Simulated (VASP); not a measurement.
# Zn: single point with PBE+D4

The system is Zn.

```
Zn
1.0
     2.63252    0.00000    0.00000
    -1.31626    2.27983    0.00000
     0.00000    0.00000    4.80835
Zn
2
Direct
  0.33333 0.66667 0.25000
  0.66667 0.33333 0.75000
```

| Property | Result |
| --- | --- |
| Program | VASP 6.6.1 |
| Task | single point |
| Functional | PBE |
| Dispersion | D4 |
| Potentials or basis | VASP PAW PBE potentials, release 64 (Zn) |
| Cutoff | 520 eV |
| k mesh | 10 × 10 × 4 |
| Occupations | gaussian, width 0.1 eV |
| Spin | no spin polarisation |
| Dipole correction | no |
| Further INCAR settings | ALGO = Normal; EDIFF = 1e-06; NBANDS = 19 |

```
Pressure                   : 0.4 GPa
Band gap on the k mesh     : zero (bands 12 and 13 overlap by 3.96 eV)
Dispersion energy per atom : -0.337 eV
```

Stress tensor (GPa, compression positive):
```
0.49 0.00 0.00
0.00 0.49 0.00
0.00 0.00 0.25
```

Levels at points of the mesh, in eV from the Fermi level:
```tsv
k point	band 8	band 9	band 10	band 11	band 12	band 13	band 14	band 15	band 16	band 17
(0.00, 0.00, 0.00)	-7.42	-7.42	-7.17	-7.17	-3.82	-2.80	14.68	17.80	17.80	18.24
(0.50, 0.00, 0.00)	-7.17	-6.99	-6.97	-3.05	-2.27	2.88	3.60	4.52	5.87	10.24
(0.00, 0.00, 0.50)	-7.79	-7.27	-7.27	-7.27	-7.27	5.09	5.09	19.19	19.19	19.19
(0.50, 0.00, 0.50)	-7.19	-6.98	-6.98	-2.05	-2.05	0.19	0.19	10.73	10.73	12.20
```

Wall time 21 s on 1 thread of Intel Xeon 8259CL (shared host), peak memory 0.15 GiB.
